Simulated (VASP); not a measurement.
Runs of VASP 6.6.1 on Si3N4. The structure is that of space group P6_3/m (No. 176), or close to it. The cells are those of the table. 

```csv
level,cell,smearing,gap on the mesh (eV),pressure (GPa)
r2SCAN,"a = 7.606, b = 7.606, c = 2.906 Å, angles 90.0, 90.0, 120.0°, 14 atoms",gaussian 0.01 eV,5.00,-0.2
PBE,"a = 7.664, b = 7.664, c = 2.926 Å, angles 90.0, 90.0, 120.0°, 14 atoms",fermi-dirac 0.02 eV,4.26,-0.3
PBE,"a = 7.606, b = 7.606, c = 2.906 Å, angles 90.0, 90.0, 120.0°, 14 atoms",fermi-dirac 0.02 eV,4.34,(a)
r2SCAN,"a = 7.606, b = 7.606, c = 2.906 Å, angles 90.0, 90.0, 120.0°, 14 atoms",fermi-dirac 0.02 eV,5.00,-0.2
```

Alike in all rows: task single point; potentials or basis VASP PAW PBE potentials, release 64 (Si, N); no spin polarisation; k mesh 6 × 6 × 8; cutoff (eV) 520.

Q: Fill in the values left out.

A: (a) 5.4.

Caveats: the PAW data sets were made with another functional, which shifts forces and pressure a little (some runs).

A k mesh can miss the band edges.
